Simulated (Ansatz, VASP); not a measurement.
**Two plane-wave programs on MgO**

The input INCAR:

```
SYSTEM = MgO
PREC     = Accurate       ! precision mode
ENCUT    = 520            ! plane-wave cutoff, eV
EDIFF    = 1E-7           ! SCF threshold, eV
ISMEAR   = 0              ! smearing method
SIGMA    = 0.05           ! smearing width, eV
LREAL    = .False.        ! projectors in reciprocal space
LASPH    = .True.         ! aspherical terms in the spheres
NELM     = 60             ! most SCF steps
ALGO     = Normal         ! electronic algorithm
ISIF     = 2              ! what is computed and relaxed
LWAVE    = .False.        ! write WAVECAR
LCHARG   = .False.        ! write CHGCAR
NBANDS   = 26             ! bands
```

Contents of KPOINTS:

```
Automatic mesh
0
Gamma
  6 6 6
  0 0 0
```

Contents of POSCAR:

```
MgO
1.0
    4.1607146133      0.0000000000      0.0000000000
    0.0000000000     -4.1607146133      0.0000000000
    0.0000000000      0.0000000000     -4.1607146133
Mg O
4 4
Direct
   -0.0353492667      1.0353492667      1.0499914124
    0.5000000000      0.5000000000      1.0000000000
    0.5000000000      1.0000000000      0.5000000000
    0.0000000000      0.5000000000      0.5000000000
    0.5000000000      0.0000000000      0.0000000000
    0.0000000000      0.5000000000      0.0000000000
    0.0000000000      0.0000000000      0.5000000000
    0.5000000000      0.5000000000      0.5000000000
```

Input for Ansatz:

```yaml
crystal:
  lattice:
    - [4.1607146133, 0.0, 0.0]
    - [0.0, -4.1607146133, 0.0]
    - [0.0, 0.0, -4.1607146133]
  atoms:
    - { symbol: Mg, position: [-0.0353492667, 1.0353492667, 1.0499914124] }
    - { symbol: Mg, position: [0.5, 0.5, 1.0] }
    - { symbol: Mg, position: [0.5, 1.0, 0.5] }
    - { symbol: Mg, position: [0.0, 0.5, 0.5] }
    - { symbol: O, position: [0.5, 0.0, 0.0] }
    - { symbol: O, position: [0.0, 0.5, 0.0] }
    - { symbol: O, position: [0.0, 0.0, 0.5] }
    - { symbol: O, position: [0.5, 0.5, 0.5] }
basis:
  ecutwfc: 420
kpoints:
  mp_grid: { grid: [6, 6, 6] }
hamiltonian:
  xc: lda
  pseudopotentials: { kind: paw, azcp: { folder: soft_1 } }
scf:
  occupations: { method: gaussian, width: 0.05 }
output:
  forces: true
  stress: true
  eigenvalues: true
```

Alike in both runs: task single point; functional LDA; k mesh 6 × 6 × 6; occupations gaussian, width 0.05 eV; no spin polarisation.

```csv
,VASP,Ansatz
version,VASP 6.6.1,Ansatz 0.2.0
potentials or method,"VASP PAW LDA potentials, release 64 (Mg, O), cutoff 520 eV","scalar-relativistic, plane waves, PAW"
valence electrons in the cell,32,64
```

Ansatz gave:

* gap on the k mesh at the Fermi level (eV): 5.00
* least direct gap on the mesh (eV): 5.00
* pressure (GPa): 2.7
* traceless stress, the component that is largest in VASP (GPa): 1.38
* rms of the force components (eV/Å): 0.743

Task: Estimate VASP's values.

Result: gap on the k mesh at the Fermi level (eV): 5.00; least direct gap on the mesh (eV): 5.00; pressure (GPa): 1.0; traceless stress, the component that is largest in VASP (GPa): 1.44; rms of the force components (eV/Å): 0.762.

Ansatz warns that its potentials were made for another functional, while VASP's fit it. LDA's correlation is that of Perdew and Zunger in VASP and of Perdew and Wang (1992) in Ansatz. Atom by atom the forces differ by 0.020 eV/Å (rms over components). VASP's potentials hold 32 valence electrons a cell and Ansatz's 64, so a difference there can come from the potentials and not from the codes.
